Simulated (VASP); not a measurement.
# LiSi2 (C2/m) in VASP: further runs, part 3 of 3

VASP 6.6.1. Earlier steps stand in the parts before.

### 4 Relaxation of cell and atoms, PBE

Contents of INCAR:

```
SYSTEM = LiSi2
PREC = Accurate
ENCUT = 600
EDIFF = 1E-6
ISMEAR = 0
SIGMA = 0.1
LREAL = .FALSE.
LASPH = .TRUE.
NELM = 100
ALGO = Normal
ISIF = 3
LWAVE = .FALSE.
LCHARG = .FALSE.
GGA = PE
IBRION = 2
NSW = 90
EDIFFG = -0.04
```

Contents of KPOINTS:

```
Automatic mesh
0
G
  6 6 4
  0 0 0
```

Contents of POSCAR:

```
LiSi2
1.0
    3.0114395200     -1.6968544700      0.0000000000
    3.0114395200      1.6968544700      0.0000000000
   -0.1248296800      0.0000000000      4.1986964800
Li Si
1 2
Direct
    0.0000000000      0.0000000000      0.0000000000
    0.3176870000      0.3176870000      0.6840320200
    0.6823130000      0.6823130000      0.3159679800
```

Potentials or basis: VASP PAW PBE potentials, release 64 (Li_sv, Si).

Started as:

```
cat potpaw_PBE.64/Li_sv/POTCAR potpaw_PBE.64/Si/POTCAR > POTCAR
mpirun -np 1 vasp_std > vasp.out
```

OUTCAR:

```text
SYSTEM = LiSi2
   PREC = Accurate
   ENCUT = 600
   EDIFF = 1E-6
   ISMEAR = 0
   LREAL = .FALSE.
   LASPH = .TRUE.
   NELM = 100
   ISIF = 3
   GGA = PE
   IBRION = 2
   NSW = 90
   EDIFFG = -0.04

 ion  position               nearest neighbor table
   1  0.000  0.000  0.000-   2 2.36   3 2.36   3 2.40   3 2.40   2 2.40   2 2.40
   2  0.318  0.318  0.684-   1 2.36   1 2.40   1 2.40   3 2.42   3 2.42   3 2.72
   3  0.682  0.682  0.316-   1 2.36   1 2.40   1 2.40   2 2.42   2 2.42   2 2.72

  LATTYP: Found a base centered monoclinic cell.
 ALAT       =     6.0228790400
 B/A-ratio  =     0.5634695496
 C/A-ratio  =     0.6974325188
 COS(beta)  =    -0.0297174488

  Lattice vectors:

 A1 = (   3.0114395200,  -1.6968544700,   0.0000000000)
 A2 = (   3.0114395200,   1.6968544700,   0.0000000000)
 A3 = (  -0.1248296800,   0.0000000000,   4.1986964800)

Analysis of symmetry for initial positions (statically):
=====================================================================
 Subroutine PRICEL returns:
 Original cell was already a primitive cell.

 Routine SETGRP: Setting up the symmetry group for a
 base centered monoclinic supercell.

 Subroutine GETGRP returns: Found  4 space group operations
 (whereof  4 operations were pure point group operations)
 out of a pool of  4 trial point group operations.

The static configuration has the point symmetry C_2h.

Analysis of symmetry for dynamics (positions and initial velocities):
=====================================================================
 Subroutine PRICEL returns:
 Original cell was already a primitive cell.

 Routine SETGRP: Setting up the symmetry group for a
 base centered monoclinic supercell.

 Subroutine GETGRP returns: Found  4 space group operations
 (whereof  4 operations were pure point group operations)
 out of a pool of  4 trial point group operations.

The dynamic configuration has the point symmetry C_2h.

 Subroutine INISYM returns: Found  4 space group operations
 (whereof  4 operations are pure point group operations),
 and found     1 'primitive' translations

----------------------------------------------------------------------------------------

                                     Primitive cell

  volume of cell :      42.9105

  direct lattice vectors                    reciprocal lattice vectors
     3.011439520 -1.696854470  0.000000000     0.166033552 -0.294662865  0.004936274
     3.011439520  1.696854470  0.000000000     0.166033552  0.294662865  0.004936274
    -0.124829680  0.000000000  4.198696480     0.000000000  0.000000000  0.238169157

  length of vectors
     3.456599930  3.456599930  4.200551700     0.338256872  0.338256872  0.238169157

  position of ions in fractional coordinates (direct lattice)
     0.000000000  0.000000000  0.000000000
     0.317687000  0.317687000  0.684032020
     0.682313000  0.682313000  0.315967980

  ion indices of the primitive-cell ions
   primitive index   ion index
                 1           1
                 2           2
                 3           3

----------------------------------------------------------------------------------------

 KPOINTS: Automatic mesh

Automatic generation of k-mesh.
 Grid dimensions read from file:
 generate k-points for:    6    6    4

 Generating k-lattice:

  Cartesian coordinates                     Fractional coordinates (reciprocal lattice)
     0.027672259 -0.049110478  0.000822712     0.166666667  0.000000000  0.000000000
     0.027672259  0.049110478  0.000822712     0.000000000  0.166666667  0.000000000
     0.000000000  0.000000000  0.059542289     0.000000000  0.000000000  0.250000000

  Length of vectors
     0.056376145  0.056376145  0.059542289

  Shift w.r.t. Gamma in fractional coordinates (k-lattice)
     0.000000000  0.000000000  0.000000000

 Subroutine IBZKPT returns following result:
 ===========================================

 Found     47 irreducible k-points:

 Following reciprocal coordinates:
            Coordinates               Weight
  0.000000  0.000000  0.000000      1.000000
  0.166667 -0.000000 -0.000000      4.000000
  0.333333 -0.000000 -0.000000      4.000000
  0.500000 -0.000000  0.000000      2.000000
  0.166667  0.166667 -0.000000      2.000000
  0.333333  0.166667 -0.000000      4.000000
[... 16 lines left out ...]
 -0.333333  0.166667  0.250000      4.000000
 -0.166667  0.166667  0.250000      4.000000
 [... further k-points ...]
   k-points           NKPTS =     47   k-points in BZ     NKDIM =     47   number of bands    NBANDS=      9
   number of dos      NEDOS =    301   number of ions     NIONS =      3
   total plane-waves  NPLWV =  28224
   dimension x,y,z NGX =    28 NGY =   28 NGZ =   36
   dimension x,y,z NGXF=    56 NGYF=   56 NGZF=   72
   ions per type =               1   2
   NGX,Y,Z   is equivalent  to a cutoff of  13.47, 13.47, 14.25 a.u.
   NGXF,Y,Z  is equivalent  to a cutoff of  26.93, 26.93, 28.50 a.u.
 SYSTEM =  LiSi2
   PREC   = accura    normal or accurate (medium, high low for compatibility)
   ISTART =      0    job   : 0-new  1-cont  2-samecut
   ICHARG =      2    charge: 1-file 2-atom 10-const
   ISPIN  =      1    spin polarized calculation?
   LNONCOLLINEAR =      F non collinear calculations
   LSORBIT =      F    spin-orbit coupling
   LASPH  =      T    aspherical Exc in radial PAW
   ENCUT  =  600.0 eV  44.10 Ry    6.64 a.u.   6.90  6.90  8.39*2*pi/ulx,y,z
   NELM   =    100;   NELMIN=  2; NELMDL= -5     # of ELM steps
   EDIFF  = 0.1E-05   stopping-criterion for ELM
   LREAL  =      F    real-space projection
   EDIFFG = -.4E-01   stopping-criterion for IOM
   NSW    =     90    number of steps for IOM
   IBRION =      2    ionic relax: 0-MD 1-quasi-New 2-CG
   NFREE  =      1    steps in history (QN), initial steepest desc. (CG)
   ISIF   =      3    stress and relaxation
   ISYM   =      2    0-nonsym 1-usesym 2-fastsym
   POTIM  = 0.5000    time-step for ionic-motion
   TEBEG  =    0.0;   TEEND  =   0.0 temperature during run
   PSTRESS=    0.0 pullay stress
   NELECT =      11.0000    total number of electrons
   NUPDOWN=      -1.0000    fix difference up-down
   EMIN   =  10.00;   EMAX   =-10.00  energy-range for DOS
   EFERMI =   0.00;   METHOD = LEGACY
   ISMEAR =     0;   SIGMA  =   0.10  broadening in eV -4-tet -1-fermi 0-gaus
   EFERMI_NEDOS =   21; number of points for ismear=-14 and -15
   IALGO  =     38    algorithm
   IMIX   =      4    mixing-type and parameters
     AMIX     =   0.40;   BMIX     =  1.00
     AMIX_MAG =   1.60;   BMIX_MAG =  1.00
  volume/ion in A,a.u.               =      14.30        96.52
  Fermi-wavevector in a.u.,A,eV,Ry     =   1.039963  1.965246 14.715021  1.081524
  Thomas-Fermi vector in A             =   2.174517
   LORBIT       =      0    0 simple, 1 ext, 2 COOP (PROOUT), +10 PAW based schemes
   GGA     = PE    functional components
   LHFCALC =     F    Hartree Fock is set to
   AEXX    =    0.0000 exact exchange contribution
   IVDW    =     0    specifies the selected vdW correction
   LEPSILON=     F    determine dielectric tensor
   LRPA    =     F    only Hartree local field effects (RPA)
 conjugate gradient relaxation of ions
 non-spin polarized calculation
 Gauss-broadening in eV      SIGMA  =   0.10
  energy-cutoff  :      600.00
  volume of cell :       42.91
 maximum number of plane-waves:      1448
   NGX = 13   NGY = 13   NGZ = 17

--------------------------------------- Ionic step        1  -------------------------------------------

 number of electron      11.0000006 magnetization

 Free energy of the ion-electron system (eV)
  ---------------------------------------------------
  ext. energy  EPLUGINS =         0.00000000
  ---------------------------------------------------
  free energy    TOTEN  =       -11.40041062 eV

  energy without entropy =      -11.39874344  energy(sigma->0) =      -11.39957703

 E-fermi :   6.8037     XC(G=0): -10.2158

 val. band max:        6.7166061231   @ k =   0.3333  -0.0000   0.2500
 cond. band min:       6.8598226421   @ k =   0.5000   0.5000   0.5000
 fundamental gap:      0.1432165190
 Fermi energy:         6.8037324678

 k-point     1 :       0.0000    0.0000    0.0000
  band No.  band energies     occupation
      1     -38.9785      2.00000
      2      -4.9413      2.00000
      3       2.6013      2.00000
      4       3.9423      2.00000
      5       8.1198      0.00000
      6       8.9701      0.00000
      7       9.5467      0.00000
      8      10.8723      0.00000
      9      11.9856      0.00000
[... 380 lines left out ...]
  FREE ENERGIE OF THE ION-ELECTRON SYSTEM (eV)
  ---------------------------------------------------
  free  energy   TOTEN  =       -12.1476881708 eV

  energy  without entropy=      -12.1402515322  energy(sigma->0) =      -12.14396985

[... ionic steps 4 to 11 ...]

--------------------------------------- Ionic step       12  -------------------------------------------

 number of electron      10.9999999 magnetization

------------------------ aborting loop because EDIFF is reached ----------------------------------------
[... 69 lines left out ...]
--------------------------------------- Ionic step       14  -------------------------------------------

 number of electron      10.9999999 magnetization

 Free energy of the ion-electron system (eV)
  ---------------------------------------------------
  ext. energy  EPLUGINS =         0.00000000
  ---------------------------------------------------
  free energy    TOTEN  =       -12.57761933 eV

  energy without entropy =      -12.57235128  energy(sigma->0) =      -12.57498531

 E-fermi :   4.7989     XC(G=0):  -9.0089

 val. band max:        4.7824888020   @ k =   0.3333   0.3333  -0.0000
 cond. band min:       4.8143909283   @ k =   0.3333   0.1667  -0.0000
 fundamental gap:      0.0319021264
 Fermi energy:         4.7988612876

 k-point     1 :       0.0000    0.0000    0.0000
  band No.  band energies     occupation
      1     -41.9600      2.00000
      2      -6.6754      2.00000
      3       1.3243      2.00000
      4       3.8132      2.00000
      5       3.8831      2.00000
      6       4.2806      2.00000
      7       6.8435      0.00000
      8       7.0707      0.00000
      9       7.1515      0.00000
[... 306 lines left out ...]
  FREE ENERGIE OF THE ION-ELECTRON SYSTEM (eV)
  ---------------------------------------------------
  free  energy   TOTEN  =       -12.5776193336 eV

  energy  without entropy=      -12.5723512824  energy(sigma->0) =      -12.57498531

 reached required accuracy - stopping structural energy minimisation
```

OSZICAR:

```text
N       E                     dE             d eps       ncg     rms          rms(c)
DAV:   1     0.219166691147E+02    0.21917E+02   -0.43534E+03   846   0.115E+03
DAV:   2    -0.998552732784E+01   -0.31902E+02   -0.30940E+02  1120   0.148E+02
DAV:   3    -0.113828318618E+02   -0.13973E+01   -0.13411E+01  1150   0.274E+01
[... 112 lines left out ...]
DAV:   2    -0.125777206059E+02    0.94244E-04   -0.19263E-03  1132   0.388E-01    0.580E-02
DAV:   3    -0.125776213435E+02    0.99262E-04   -0.44858E-04   954   0.117E-01    0.169E-02
DAV:   4    -0.125776212777E+02    0.65805E-07   -0.16025E-05  1144   0.345E-02    0.140E-02
DAV:   5    -0.125776196226E+02    0.16551E-05   -0.10144E-06   689   0.752E-03    0.246E-03
DAV:   6    -0.125776193336E+02    0.28897E-06   -0.27107E-07   479   0.437E-03
  14 F= -.12577619E+02 E0= -.12574985E+02  d E =-.201948E-02
```

CONTCAR:

```text
LiSi2
   1.00000000000000
     3.3073253705016770   -1.8981031734875966    0.1056531306440119
     3.3073253705016770    1.8981031734875966    0.1056531306440119
    -0.0024498254046161    0.0000000000000000    4.4373606227433831
  Li              Si
     1     2
Direct
     0.0000000000000000    0.0000000000000000    0.0000000000000000
     0.3319106010805782    0.3319106010805782    0.5889272418136445
     0.6680893989194218    0.6680893989194218    0.4110727581863552

  0.00000000E+00  0.00000000E+00  0.00000000E+00
  0.00000000E+00  0.00000000E+00  0.00000000E+00
  0.00000000E+00  0.00000000E+00  0.00000000E+00
```

Run time: 2.2 min. Hardware: 1 thread of Intel Xeon Platinum 8259CL at 2.50GHz (Skylake/Cascade Lake), shared host; peak memory 0.18 GiB.

What came out:

```
Free energy                            : -12.5776 eV
Relaxed volume                         : 18.57 Å³/atom
Relaxed cell                           : a = 3.815 Å, b = 3.815 Å, c = 4.437 Å, α = 88.44°, β = 88.44°, γ = 59.68°
Space group after relaxing (to 0.05 Å) : C2/m (No. 12)
Energy gained by relaxing              : 392.4 meV/atom
Ionic steps                            : 14
Pressure after relaxing                : 0.0 GPa
Largest force after relaxing           : 0.032 eV/Å
```

Forces on the atoms (eV/Å):
```
Li   0.000  0.000  0.000
Si   0.031  0.000  0.005
Si  -0.031  0.000 -0.005
```

Stress tensor (GPa, compression positive):
```
-0.11  0.00 -0.12
 0.00  0.04  0.00
-0.12  0.00  0.06
```

The path:
| step | energy change (eV) | largest force (eV/Å) | pressure (GPa) | volume (Å³) |
| --- | --- | --- | --- | --- |
| 1 | 0.0000 | 1.8075 | 9.25 | 42.91 |
| 2 | -0.5151 | 1.6139 | 1.34 | 48.21 |
| 3 | -0.7473 | 1.5818 | -3.84 | 53.93 |
| 4 | -0.7887 | 1.5192 | -5.61 | 56.80 |
| 5 | -1.1184 | 0.3540 | -1.96 | 54.97 |
| 6 | -1.1224 | 0.3781 | -1.52 | 54.77 |
| 7 | -1.1542 | 0.3045 | 1.58 | 52.99 |
| 8 | -1.1568 | 0.1551 | 0.85 | 53.36 |
| 9 | -1.1696 | 0.0306 | 0.96 | 53.90 |
| 10 | -1.1712 | 0.0941 | 1.04 | 54.16 |
| 11 | -1.1749 | 0.1326 | -0.40 | 55.69 |
| 12 | -1.1752 | 0.1136 | -0.09 | 55.35 |
| 13 | -1.1766 | 0.0593 | -0.05 | 55.52 |
| 14 | -1.1772 | 0.0318 | 0.00 | 55.71 |

Final structure:
```cif
data_structure
_symmetry_space_group_name_H-M 'P 1'
_symmetry_Int_Tables_number 1
_cell_length_a 3.8148
_cell_length_b 3.8148
_cell_length_c 4.4374
_cell_angle_alpha 88.440
_cell_angle_beta 88.440
_cell_angle_gamma 59.679
_cell_volume 55.71
loop_
_atom_site_label
_atom_site_type_symbol
_atom_site_fract_x
_atom_site_fract_y
_atom_site_fract_z
_atom_site_occupancy
Li1 Li 0.00000 0.00000 0.00000 1
Si1 Si 0.33191 0.33191 0.58893 1
Si2 Si 0.66809 0.66809 0.41107 1
```

Caveat: the k points lie up to 0.35 Å⁻¹ apart in the final cell; the cutoff is under 1.25 times the usual one of these potentials, so pressure, stress and relaxed cells hold a basis-set (Pulay) error; the volume moved by over 15 % at a fixed basis, so the end points are rough.

### 5 Overview

```tsv
task	cell	cutoff (eV)	gap on the mesh (eV)	largest force (eV/Å)
single point	a = 3.457, b = 3.457, c = 4.201 Å, angles 91.5, 91.5, 58.8°, 3 atoms	520	none	1.81
single point	a = 3.805, b = 3.805, c = 4.437 Å, angles 90.2, 90.2, 60.0°, 3 atoms	520	none	0.03
relaxation of cell and atoms	relaxed from a = 3.457, b = 3.457, c = 4.201 Å, angles 91.5, 91.5, 58.8°, 3 atoms	600	none	0.03
```

Alike in all rows: level PBE; potentials or basis VASP PAW PBE potentials, release 64 (Li_sv, Si); no spin polarisation; k mesh 6 × 6 × 4; smearing gaussian 0.1 eV.

Caveats: some runs use coarse meshes; the cutoff is under 1.25 times the usual one of these potentials, so pressure, stress and relaxed cells hold a basis-set (Pulay) error; forces of over 1 eV/Å act on the atoms, so gaps and moduli don't describe the material at rest (some runs); the volume moved by over 15 % at a fixed basis, so the end points are rough (some runs).

Absolute energies hang on the potentials; compare differences alone.
